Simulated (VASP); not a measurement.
# Sr (Fm-3m) in VASP: single point with PBEsol

Aim: the single point of Sr with PBEsol.

Everything below comes from runs of VASP 6.6.1. Logs are shortened: lines on timing, memory, paths and dates and some standing lists are left out, and cuts for length are marked.

### 1 The cell of the first run

The structure is cubic, space group Fm-3m (No. 225). The conventional cell has a = 6.085 Å, b = 6.085 Å, c = 6.085 Å, α = 90.00°, β = 90.00°, γ = 90.00°. Within 5.6 Å of Sr (site symmetry m-3m) lie 12 Sr at 4.30 Å.

### 2 Single point, PBEsol, non-collinear spin, zero start, spin-orbit coupling

POSCAR

```
Sr
1.0
    0.0000000000      3.0423500000      3.0423500000
    3.0423500000      0.0000000000      3.0423500000
    3.0423500000      3.0423500000      0.0000000000
Sr
1
Direct
    0.0000000000      0.0000000000      0.0000000000
```

INCAR.step1

```
SYSTEM = Sr
  PREC = Accurate
  ENCUT = 520
  EDIFF = 1E-6
  ISMEAR = -5
  SIGMA = 0.1
  LREAL = .FALSE.
  LASPH = .TRUE.
  NELM = 150
  ALGO = Normal
  ISIF = 2
  LWAVE = .FALSE.
  LCHARG = .TRUE.
  MAGMOM = 0 0 0
  LSORBIT = .TRUE.
  GGA_COMPAT = .FALSE.
  LORBMOM = .TRUE.
  GGA = PS
  NBANDS = 21
```

KPOINTS.step1

```
regular mesh
0
G
  8 8 8
  0 0 0
```

INCAR.step2

```
SYSTEM = Sr
  PREC = Accurate
  ENCUT = 520
  EDIFF = 1E-6
  ISMEAR = -5
  SIGMA = 0.1
  LREAL = .FALSE.
  LASPH = .TRUE.
  NELM = 150
  ALGO = Normal
  ISIF = 2
  LWAVE = .FALSE.
  LCHARG = .FALSE.
  MAGMOM = 0 0 0
  LORBIT = 11
  LSORBIT = .TRUE.
  GGA_COMPAT = .FALSE.
  LORBMOM = .TRUE.
  GGA = PS
  NBANDS = 21
  NEDOS = 2001
  ICHARG = 11
```

KPOINTS.step2

```
regular mesh
0
G
  12 12 12
  0 0 0
```

Potentials or basis: VASP PAW PBE potentials, release 64 (Sr_sv).

On the command line:

```
> cat potpaw_PBE.64/Sr_sv/POTCAR > POTCAR
> cp INCAR.step1 INCAR
> cp KPOINTS.step1 KPOINTS
> mpirun -np 1 vasp_ncl > vasp.out
> cp INCAR.step2 INCAR
> cp KPOINTS.step2 KPOINTS
> mpirun -np 1 vasp_ncl > vasp.out
```

OUTCAR:

```text
SYSTEM = Sr
   PREC = Accurate
   ENCUT = 520
   EDIFF = 1E-6
   ISMEAR = -5
   LREAL = .FALSE.
   LASPH = .TRUE.
   NELM = 150
   ISIF = 2
   LORBIT = 11
   LSORBIT = .TRUE.
   GGA = PS
   ICHARG = 11

 ion  position               nearest neighbor table
   1  0.000  0.000  0.000-

  LATTYP: Found a face centered cubic cell.
 ALAT       =     6.0847000000

  Lattice vectors:

 A1 = (   0.0000000000,   3.0423500000,   3.0423500000)
 A2 = (   3.0423500000,   0.0000000000,   3.0423500000)
 A3 = (   3.0423500000,   3.0423500000,   0.0000000000)

Analysis of symmetry for initial positions (statically):
=====================================================================
 Subroutine PRICEL returns:
 Original cell was already a primitive cell.

 Routine SETGRP: Setting up the symmetry group for a
 face centered cubic supercell.

 Subroutine GETGRP returns: Found 48 space group operations
 (whereof 48 operations were pure point group operations)
 out of a pool of 48 trial point group operations.

The static configuration has the point symmetry O_h .

Analysis of symmetry for dynamics (positions and initial velocities):
=====================================================================
 Subroutine PRICEL returns:
 Original cell was already a primitive cell.

 Routine SETGRP: Setting up the symmetry group for a
 face centered cubic supercell.

 Subroutine GETGRP returns: Found 48 space group operations
 (whereof 48 operations were pure point group operations)
 out of a pool of 48 trial point group operations.

The dynamic configuration has the point symmetry O_h .

Analysis of structural, dynamic, and magnetic symmetry:
=====================================================================
 Subroutine PRICEL returns:
 Original cell was already a primitive cell.

 Routine SETGRP: Setting up the symmetry group for a
 face centered cubic supercell.

 Subroutine GETGRP returns: Found 48 space group operations
 (whereof 48 operations were pure point group operations)
 out of a pool of 48 trial point group operations.

The overall configuration has the point symmetry O_h .

 Subroutine INISYM returns: Found 48 space group operations
 (whereof 48 operations are pure point group operations),
 and found     1 'primitive' translations

----------------------------------------------------------------------------------------

                                     Primitive cell
[... 145 lines left out ...]
  band No.  band energies     occupation
      1     -35.1608      1.00000
      2     -35.1608      1.00000
      3     -17.8459      1.00000
      4     -17.8459      1.00000
      5     -16.6985      1.00000
      6     -16.6985      1.00000
[... 565 lines left out ...]
     20       6.1072      0.00000
     21       6.7717      0.00000

 [... further k-points ...]

------------------------ aborting loop because EDIFF is reached ----------------------------------------

  FORCE on cell =-STRESS in cart. coord.  units (eV):
  Direction    XX          YY          ZZ          XY          YZ          ZX
  --------------------------------------------------------------------------------------
  -------------------------------------------------------------------------------------
  Total       -0.3366227     -0.3366227     -0.3366227     -0.0000000      0.0000000      0.0000000
  in kB       -9.5762706     -9.5762706     -9.5762706     -0.0000000      0.0000000      0.0000000
  external PRESSURE =      -9.5762706 kB  Pullay stress =       0.0000000 kB

 VOLUME and BASIS-vectors are now :
 -----------------------------------------------------------------------------
  energy-cutoff  :      520.00
  volume of cell :       56.32
      direct lattice vectors                 reciprocal lattice vectors
     0.000000000  3.042350000  3.042350000    -0.164346640  0.164346640  0.164346640
     3.042350000  0.000000000  3.042350000     0.164346640 -0.164346640  0.164346640
     3.042350000  3.042350000  0.000000000     0.164346640  0.164346640 -0.164346640

 POSITION                                       TOTAL-FORCE (eV/Angst)
 -----------------------------------------------------------------------------------
      0.00000      0.00000      0.00000        -0.000000      0.000000     -0.000000
 -----------------------------------------------------------------------------------
    total drift:                                0.000000      0.000000      0.000000

  FREE ENERGIE OF THE ION-ELECTRON SYSTEM (eV)
  ---------------------------------------------------
  free  energy   TOTEN  =        -1.9145141940 eV

  energy  without entropy=       -1.9145141940  energy(sigma->0) =       -1.91451419

 orbital moment (x)

 # of ion     p       d       tot
 ----------------------------------------
  1         0.000   0.000   0.000
 ----------------------------------------
            0.000   0.000   0.000

 orbital moment (y)

 # of ion     p       d       tot
 ----------------------------------------
  1        -0.000   0.000   0.000
 ----------------------------------------
           -0.000   0.000   0.000

 orbital moment (z)

 # of ion     p       d       tot
 ----------------------------------------
  1         0.000  -0.000  -0.000
 ----------------------------------------
            0.000  -0.000  -0.000

 Spin-Orbit-Coupling matrix elements

 Ion:    1  E_soc:     -0.1790223
 l=   1
     0.0000000    -0.0298486    -0.0298486
    -0.0298486     0.0000000    -0.0298486
    -0.0298486    -0.0298486     0.0000000
 l=   2
     0.0000000     0.0000060     0.0000000     0.0000060     0.0000056
     0.0000060     0.0000000     0.0000042     0.0000060     0.0000014
     0.0000000     0.0000042     0.0000000     0.0000042     0.0000000
     0.0000060     0.0000060     0.0000042     0.0000000     0.0000014
     0.0000056     0.0000014     0.0000000     0.0000014     0.0000000
 l=   3
     0.0000000     0.0000000     0.0000000     0.0000000     0.0000000     0.0000000     0.0000000
     0.0000000     0.0000000     0.0000000     0.0000000     0.0000000     0.0000000     0.0000000
     0.0000000     0.0000000     0.0000000     0.0000000     0.0000000     0.0000000     0.0000000
     0.0000000     0.0000000     0.0000000     0.0000000     0.0000000     0.0000000     0.0000000
     0.0000000     0.0000000     0.0000000     0.0000000     0.0000000     0.0000000     0.0000000
     0.0000000     0.0000000     0.0000000     0.0000000     0.0000000     0.0000000     0.0000000
     0.0000000     0.0000000     0.0000000     0.0000000     0.0000000     0.0000000     0.0000000

 total charge

# of ion       s       p       d       tot
------------------------------------------
    1        2.064   5.703   0.130   7.897

 magnetization (x)

# of ion       s       p       d       tot
------------------------------------------
    1        0.000   0.000   0.000   0.000

 magnetization (y)

# of ion       s       p       d       tot
------------------------------------------
    1        0.000   0.000   0.000   0.000

 magnetization (z)

# of ion       s       p       d       tot
------------------------------------------
    1        0.000   0.000   0.000   0.000
```

Wall time 3.4 min (1 thread of Intel Xeon 8259CL, shared host); peak memory 0.36 GiB.

What came out:

* Net moment: 0.00 μB per cell
* Valence electrons inside the program's atomic spheres: Sr 7.90

Moments on the atoms (μB; x, y, z):
```
Sr  0.00 0.00 0.00
```

Caveat: the PAW data sets were made with another functional, which shifts forces and pressure a little.
